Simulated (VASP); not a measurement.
# LiF (I4/mmm) in VASP: notebook

The runs below take LiF through single point, with r2SCAN.

Program: VASP 6.6.1. These are calculated values, not measurements. Logs are shortened: lines on timing, memory, paths and dates and some standing lists are left out, and cuts for length are marked.

## Step 1: The cell of the first run

It takes space group I4/mmm (No. 139, tetragonal). The conventional cell has a = 2.734 Å, b = 2.734 Å, c = 4.028 Å, α = 90.00°, β = 90.00°, γ = 90.00°. Within 2.6 Å of Li (site symmetry 4/mmm) lie 6 F at 1.93 to 2.01 Å. Within 2.6 Å of F (site symmetry 4/mmm) lie 6 Li at 1.93 to 2.01 Å.

## Step 2: Single point, r2SCAN (strain -0.040 along x and y, +0.000 along z)

POSCAR

```
LiF
1.0
    0.0000000000      1.9334400000      2.0140000000
    1.9334400000      0.0000000000      2.0140000000
    1.9334400000      1.9334400000      0.0000000000
Li F
1 1
Direct
    0.0000000000      0.0000000000      0.0000000000
    0.5000000000      0.5000000000      0.5000000000
```

INCAR.step1

```
PREC     = Accurate       # precision mode
ENCUT    = 520            # plane-wave cutoff, eV
ISMEAR   = 0              # smearing method
SIGMA    = 0.05           # smearing width, eV
LREAL    = F              # projectors in reciprocal space
LASPH    = T              # aspherical terms in the spheres
NELM     = 100            # most SCF steps
NBANDS   = 12             # bands
GGA      = PE             # functional
ALGO     = Normal         # electronic algorithm
EDIFF    = 1E-4           # SCF threshold, eV
LWAVE    = T              # write WAVECAR
LCHARG   = F              # write CHGCAR
```

INCAR.step2

```
PREC     = Accurate       # precision mode
ENCUT    = 520            # plane-wave cutoff, eV
EDIFF    = 1E-6           # SCF threshold, eV
ISMEAR   = 0              # smearing method
SIGMA    = 0.05           # smearing width, eV
LREAL    = F              # projectors in reciprocal space
LASPH    = T              # aspherical terms in the spheres
NELM     = 100            # most SCF steps
ALGO     = Normal         # electronic algorithm
ISIF     = 2              # what is computed and relaxed
LWAVE    = F              # write WAVECAR
LCHARG   = F              # write CHGCAR
METAGGA  = R2SCAN         # meta-GGA
LMIXTAU  = T            
NBANDS   = 12             # bands
ISTART   = 1
```

KPOINTS

```
Automatic mesh
0
Gamma
  10 10 10
```

Potentials or basis: VASP PAW PBE potentials, release 64 (Li_sv, F).

Launch:

```
> cat potpaw_PBE.64/Li_sv/POTCAR potpaw_PBE.64/F/POTCAR > POTCAR
> cp INCAR.step1 INCAR
> mpirun -np 1 vasp_std > vasp.out
> cp INCAR.step2 INCAR
> mpirun -np 1 vasp_std > vasp.out
```

OUTCAR:

```text
PREC = Accurate
   ENCUT = 520
   EDIFF = 1E-6
   ISMEAR = 0
   LREAL = F
   LASPH = T
   NELM = 100
   ISIF = 2
   METAGGA = R2SCAN
   ISTART = 1

 ion  position               nearest neighbor table
   1  0.000  0.000  0.000-   2 1.93   2 1.93   2 1.93   2 1.93   2 2.01   2 2.01
   2  0.500  0.500  0.500-   1 1.93   1 1.93   1 1.93   1 1.93   1 2.01   1 2.01

  LATTYP: Found a body centered tetragonal cell.
 ALAT       =     2.7342970700
 C/A-ratio  =     1.4731391275

  Lattice vectors:

 A1 = (  -1.9334400000,   0.0000000000,   2.0140000000)
 A2 = (   1.9334400000,   0.0000000000,   2.0140000000)
 A3 = (   0.0000000000,   1.9334400000,  -2.0140000000)

Analysis of symmetry for initial positions (statically):
=====================================================================
 Subroutine PRICEL returns:
 Original cell was already a primitive cell.

 Routine SETGRP: Setting up the symmetry group for a
 body centered tetragonal supercell.

 Subroutine GETGRP returns: Found 16 space group operations
 (whereof 16 operations were pure point group operations)
 out of a pool of 16 trial point group operations.

The static configuration has the point symmetry D_4h.

Analysis of symmetry for dynamics (positions and initial velocities):
=====================================================================
 Subroutine PRICEL returns:
 Original cell was already a primitive cell.

 Routine SETGRP: Setting up the symmetry group for a
 body centered tetragonal supercell.

 Subroutine GETGRP returns: Found 16 space group operations
 (whereof 16 operations were pure point group operations)
 out of a pool of 16 trial point group operations.

The dynamic configuration has the point symmetry D_4h.

 Subroutine INISYM returns: Found 16 space group operations
 (whereof 16 operations are pure point group operations),
 and found     1 'primitive' translations

----------------------------------------------------------------------------------------

                                     Primitive cell

  volume of cell :      15.0574

  direct lattice vectors                    reciprocal lattice vectors
     0.000000000  1.933440000  2.014000000    -0.258606422  0.258606422  0.248262165
     1.933440000  0.000000000  2.014000000     0.258606422 -0.258606422  0.248262165
     1.933440000  1.933440000  0.000000000     0.258606422  0.258606422 -0.248262165

  length of vectors
     2.791842802  2.791842802  2.734297070     0.442027901  0.442027901  0.442027901

  position of ions in fractional coordinates (direct lattice)
     0.000000000  0.000000000  0.000000000
     0.500000000  0.500000000  0.500000000

  ion indices of the primitive-cell ions
   primitive index   ion index
                 1           1
                 2           2

----------------------------------------------------------------------------------------

 KPOINTS: Automatic mesh

Automatic generation of k-mesh.
 Grid dimensions read from file:
 generate k-points for:   10   10   10

 Generating k-lattice:

  Cartesian coordinates                     Fractional coordinates (reciprocal lattice)
    -0.025860642  0.025860642  0.024826216     0.100000000 -0.000000000  0.000000000
     0.025860642 -0.025860642  0.024826216    -0.000000000  0.100000000  0.000000000
     0.025860642  0.025860642 -0.024826216     0.000000000  0.000000000  0.100000000

  Length of vectors
     0.044202790  0.044202790  0.044202790

  Shift w.r.t. Gamma in fractional coordinates (k-lattice)
     0.000000000  0.000000000  0.000000000

 Subroutine IBZKPT returns following result:
 ===========================================

 Found    102 irreducible k-points:

 Following reciprocal coordinates:
            Coordinates               Weight
  0.000000  0.000000  0.000000      1.000000
  0.100000  0.000000  0.000000      8.000000
  0.200000  0.000000  0.000000      8.000000
  0.300000  0.000000  0.000000      8.000000
  0.400000  0.000000  0.000000      8.000000
  0.500000  0.000000  0.000000      4.000000
[... 16 lines left out ...]
  0.300000  0.300000  0.000000      2.000000
  0.400000  0.300000  0.000000      8.000000
 [... further k-points ...]
   k-points           NKPTS =    102   k-points in BZ     NKDIM =    102   number of bands    NBANDS=     12
   number of dos      NEDOS =    301   number of ions     NIONS =      2
   total plane-waves  NPLWV =  11520
   dimension x,y,z NGX =    24 NGY =   24 NGZ =   20
   dimension x,y,z NGXF=    48 NGYF=   48 NGZF=   40
   ions per type =               1   1
   NGX,Y,Z   is equivalent  to a cutoff of  14.29, 14.29, 12.16 a.u.
   NGXF,Y,Z  is equivalent  to a cutoff of  28.58, 28.58, 24.32 a.u.
 SYSTEM =  unknown system
   PREC   = accura    normal or accurate (medium, high low for compatibility)
   ISTART =      1    job   : 0-new  1-cont  2-samecut
   ICHARG =      0    charge: 1-file 2-atom 10-const
   ISPIN  =      1    spin polarized calculation?
   LNONCOLLINEAR =      F non collinear calculations
   LSORBIT =      F    spin-orbit coupling
   LASPH  =      T    aspherical Exc in radial PAW
   ENCUT  =  520.0 eV  38.22 Ry    6.18 a.u.   5.19  5.19  5.08*2*pi/ulx,y,z
   NELM   =    100;   NELMIN=  2; NELMDL=  0     # of ELM steps
   EDIFF  = 0.1E-05   stopping-criterion for ELM
   LREAL  =      F    real-space projection
   EDIFFG = 0.1E-04   stopping-criterion for IOM
   NSW    =      0    number of steps for IOM
   IBRION =     -1    ionic relax: 0-MD 1-quasi-New 2-CG
   NFREE  =      0    steps in history (QN), initial steepest desc. (CG)
   ISIF   =      2    stress and relaxation
   ISYM   =      2    0-nonsym 1-usesym 2-fastsym
   POTIM  = 0.5000    time-step for ionic-motion
   TEBEG  =    0.0;   TEEND  =   0.0 temperature during run
   PSTRESS=    0.0 pullay stress
   NELECT =      10.0000    total number of electrons
   NUPDOWN=      -1.0000    fix difference up-down
   EMIN   =  10.00;   EMAX   =-10.00  energy-range for DOS
   EFERMI =   0.00;   METHOD = LEGACY
   ISMEAR =     0;   SIGMA  =   0.05  broadening in eV -4-tet -1-fermi 0-gaus
   EFERMI_NEDOS =   21; number of points for ismear=-14 and -15
   IALGO  =     38    algorithm
   IMIX   =      4    mixing-type and parameters
     AMIX     =   0.40;   BMIX     =  1.00
     AMIX_MAG =   1.60;   BMIX_MAG =  1.00
  volume/ion in A,a.u.               =       7.53        50.81
  Fermi-wavevector in a.u.,A,eV,Ry     =   1.428317  2.699127 27.757094  2.040089
  Thomas-Fermi vector in A             =   2.548392
   LORBIT       =      0    0 simple, 1 ext, 2 COOP (PROOUT), +10 PAW based schemes
   METAGGA = R2SCAN    functional components
   LHFCALC =     F    Hartree Fock is set to
   AEXX    =    0.0000 exact exchange contribution
   IVDW    =     0    specifies the selected vdW correction
   LEPSILON=     F    determine dielectric tensor
   LRPA    =     F    only Hartree local field effects (RPA)
 non-spin polarized calculation
 Gauss-broadening in eV      SIGMA  =   0.05
  energy-cutoff  :      520.00
  volume of cell :       15.06
 maximum number of plane-waves:       419
 NGX is ok and might be reduce to    24
   NGX = 11   NGY = 11   NGZ = 11

 number of electron      10.0000003 magnetization

 Free energy of the ion-electron system (eV)
  ---------------------------------------------------
  ext. energy  EPLUGINS =         0.00000000
  ---------------------------------------------------
  free energy    TOTEN  =       -11.88487071 eV

  energy without entropy =      -11.88487071  energy(sigma->0) =      -11.88487071

 E-fermi :  -0.6824     XC(G=0): -10.9804

 val. band max:       -1.0662252596   @ k =   0.0000   0.0000   0.0000
 cond. band min:       9.9640173933   @ k =   0.0000   0.0000   0.0000
 fundamental gap:     11.0302426529
 Fermi energy:        -0.6824219535

 k-point     1 :       0.0000    0.0000    0.0000
  band No.  band energies     occupation
      1     -43.0437      2.00000
      2     -22.4493      2.00000
      3      -1.1547      2.00000
      4      -1.1547      2.00000
      5      -1.0662      2.00000
      6       9.9640      0.00000
      7      24.9755      0.00000
      8      25.3300      0.00000
      9      25.3340      0.00000
     10      25.3978      0.00000
     11      26.5505      0.00000
     12      26.5616      0.00000

 k-point     2 :       0.1000    0.0000    0.0000
  band No.  band energies     occupation
      1     -43.0359      2.00000
      2     -22.4075      2.00000
      3      -1.4346      2.00000
      4      -1.1740      2.00000
      5      -1.1255      2.00000
      6      10.2414      0.00000
      7      22.3155      0.00000
      8      23.8888      0.00000
      9      24.5729      0.00000
     10      26.5092      0.00000
     11      26.9401      0.00000
     12      27.3778      0.00000

 k-point     3 :       0.2000    0.0000    0.0000
  band No.  band energies     occupation
      1     -43.0154      2.00000
      2     -22.2959      2.00000
      3      -2.1702      2.00000
      4      -1.2235      2.00000
      5      -1.2201      2.00000
      6      10.8334      0.00000
      7      19.7388      0.00000
      8      22.2320      0.00000
      9      23.0566      0.00000
     10      27.8134      0.00000
     11      28.1061      0.00000
     12      28.4701      0.00000

 k-point     4 :       0.3000    0.0000    0.0000
  band No.  band energies     occupation
      1     -42.9902      2.00000
      2     -22.1521      2.00000
      3      -3.0020      2.00000
      4      -1.3293      2.00000
      5      -1.2821      2.00000
      6      11.2365      0.00000
      7      18.3622      0.00000
      8      20.8338      0.00000
      9      21.6735      0.00000
     10      29.5298      0.00000
     11      29.9212      0.00000
     12      30.0835      0.00000

 k-point     5 :       0.4000    0.0000    0.0000
  band No.  band energies     occupation
      1     -42.9698      2.00000
      2     -22.0300      2.00000
      3      -3.6290      2.00000
      4      -1.4146      2.00000
      5      -1.3277      2.00000
      6      11.2473      0.00000
      7      18.0379      0.00000
      8      19.9359      0.00000
      9      20.7638      0.00000
     10      31.3272      0.00000
     11      31.9414      0.00000
     12      32.0180      0.00000
[... 228 lines left out ...]
      1     -42.9631      2.00000
      2     -21.9592      2.00000
      3      -3.3214      2.00000
      4      -2.3978      2.00000
      5      -1.3565      2.00000
      6      12.6724      0.00000
      7      16.2700      0.00000
      8      20.9451      0.00000
      9      21.0217      0.00000
     10      30.6660      0.00000
     11      30.7430      0.00000
     12      31.5399      0.00000

 k-point    22 :      -0.2000    0.2000    0.0000
  band No.  band energies     occupation
      1     -42.9808      2.00000
      2     -22.0889      2.00000
      3      -2.8997      2.00000
      4      -2.0400      2.00000
      5      -1.2246      2.00000
      6      12.0946      0.00000
      7      16.9661      0.00000
      8      21.2918      0.00000
      9      21.6511      0.00000
     10      28.6076      0.00000
     11      29.4015      0.00000
     12      31.8045      0.00000

 k-point    23 :       0.3000    0.3000    0.0000
  band No.  band energies     occupation
      1     -42.9818      2.00000
      2     -21.9989      2.00000
      3      -3.2618      2.00000
      4      -1.8284      2.00000
      5      -1.8283      2.00000
      6      12.9539      0.00000
      7      18.6225      0.00000
      8      20.3501      0.00000
      9      22.4046      0.00000
     10      22.4118      0.00000
     11      36.6763      0.00000
     12      36.9483      0.00000

 k-point    24 :       0.4000    0.3000    0.0000
  band No.  band energies     occupation
      1     -42.9673      2.00000
      2     -21.8808      2.00000
      3      -3.7276      2.00000
      4      -2.0632      2.00000
      5      -1.9234      2.00000
      6      13.7095      0.00000
      7      17.6012      0.00000
      8      19.9180      0.00000
      9      22.1444      0.00000
     10      23.1591      0.00000
     11      36.1356      0.00000
     12      37.2015      0.00000

 [... further k-points ...]

------------------------ aborting loop because EDIFF is reached ----------------------------------------

  FORCE on cell =-STRESS in cart. coord.  units (eV):
  Direction    XX          YY          ZZ          XY          YZ          ZX
  --------------------------------------------------------------------------------------
  -------------------------------------------------------------------------------------
  Total        0.5482447      0.5482447      0.0719321      0.0000000     -0.0000000      0.0000000
  in kB       58.3356692     58.3356692      7.6538914      0.0000000     -0.0000000      0.0000000
  external PRESSURE =      41.4417433 kB  Pullay stress =       0.0000000 kB

 VOLUME and BASIS-vectors are now :
 -----------------------------------------------------------------------------
  energy-cutoff  :      520.00
  volume of cell :       15.06
      direct lattice vectors                 reciprocal lattice vectors
     0.000000000  1.933440000  2.014000000    -0.258606422  0.258606422  0.248262165
     1.933440000  0.000000000  2.014000000     0.258606422 -0.258606422  0.248262165
     1.933440000  1.933440000  0.000000000     0.258606422  0.258606422 -0.248262165

 POSITION                                       TOTAL-FORCE (eV/Angst)
 -----------------------------------------------------------------------------------
      0.00000      0.00000      0.00000         0.000000     -0.000000      0.000000
      1.93344      1.93344      2.01400        -0.000000      0.000000     -0.000000
 -----------------------------------------------------------------------------------
    total drift:                               -0.000000     -0.000000      0.000000

  FREE ENERGIE OF THE ION-ELECTRON SYSTEM (eV)
  ---------------------------------------------------
  free  energy   TOTEN  =       -11.8848707057 eV

  energy  without entropy=      -11.8848707057  energy(sigma->0) =      -11.88487071
```

It took 51 s on 1 thread of Intel Xeon Platinum 8259CL at 2.50GHz (Skylake/Cascade Lake), shared host; peak memory 0.13 GiB.

What came out:

| Property | Result |
| --- | --- |
| Free energy | -11.8849 eV |
| Band gap on the k mesh | 11.03 eV |

Caveat: the cell differs from its parent crystal (strain -0.040 along x and y, +0.000 along z); the cutoff is under 1.25 times the usual one of these potentials, so pressure, stress and relaxed cells hold a basis-set (Pulay) error; the PAW data sets were made with another functional, which shifts forces and pressure a little. A k mesh can miss the band edges.

## Step 3: Single point, r2SCAN (strain +0.000 along x and y, -0.040 along z)

POSCAR

```
LiF
1.0
    0.0000000000      2.0140000000      1.9334400000
    2.0140000000      0.0000000000      1.9334400000
    2.0140000000      2.0140000000      0.0000000000
Li F
1 1
Direct
    0.0000000000      0.0000000000      0.0000000000
    0.5000000000      0.5000000000      0.5000000000
```

INCAR.step1

```
SYSTEM = LiF
PREC = Accurate
ENCUT = 520
ISMEAR = 0
SIGMA = 0.05
LREAL = .FALSE.
LASPH = .TRUE.
NELM = 100
NBANDS = 12
GGA = PE
ALGO = Normal
EDIFF = 1E-4
LWAVE = .TRUE.
LCHARG = .FALSE.
```

INCAR.step2

```
SYSTEM = LiF
PREC = Accurate
ENCUT = 520
EDIFF = 1E-6
ISMEAR = 0
SIGMA = 0.05
LREAL = .FALSE.
LASPH = .TRUE.
NELM = 100
ALGO = Normal
ISIF = 2
LWAVE = .FALSE.
LCHARG = .FALSE.
METAGGA = R2SCAN
LMIXTAU = .TRUE.
NBANDS = 12
ISTART = 1
```

KPOINTS

```
Automatic mesh
0
G
  10 10 10
  0 0 0
```

Potentials or basis: VASP PAW PBE potentials, release 64 (Li_sv, F).

Launch:

```
> cat potpaw_PBE.64/Li_sv/POTCAR potpaw_PBE.64/F/POTCAR > POTCAR
> cp INCAR.step1 INCAR
> mpirun -np 1 vasp_std > vasp.out
> cp INCAR.step2 INCAR
> mpirun -np 1 vasp_std > vasp.out
```

Run time: 54 s. Hardware: 1 thread of Intel Xeon Platinum 8259CL at 2.50GHz (Skylake/Cascade Lake), shared host; peak memory 0.14 GiB.

It converged, with:

| Quantity | Value |
| --- | --- |
| Free energy | -11.8967 eV |
| Band gap on the k mesh | 10.63 eV |

Levels at points of the mesh, in eV from the valence-band top:
| k point | band 3 | band 4 | band 5 | band 6 | band 7 | band 8 |
| --- | --- | --- | --- | --- | --- | --- |
| (0.00, 0.00, 0.00) | -0.11 | 0.00 | 0.00 | 10.63 | 25.77 | 25.77 |
| (0.50, 0.00, 0.00) | -2.64 | -0.34 | -0.25 | 12.03 | 18.61 | 20.35 |
| (0.50, 0.50, 0.00) | -3.19 | -1.19 | -1.19 | 17.00 | 17.22 | 19.67 |
| (0.50, 0.00, 0.50) | -3.23 | -1.20 | -0.93 | 16.18 | 17.83 | 19.61 |

Caveat: the cell differs from its parent crystal (strain +0.000 along x and y, -0.040 along z); the cutoff is under 1.25 times the usual one of these potentials, so pressure, stress and relaxed cells hold a basis-set (Pulay) error; the PAW data sets were made with another functional, which shifts forces and pressure a little. A k mesh can miss the band edges.
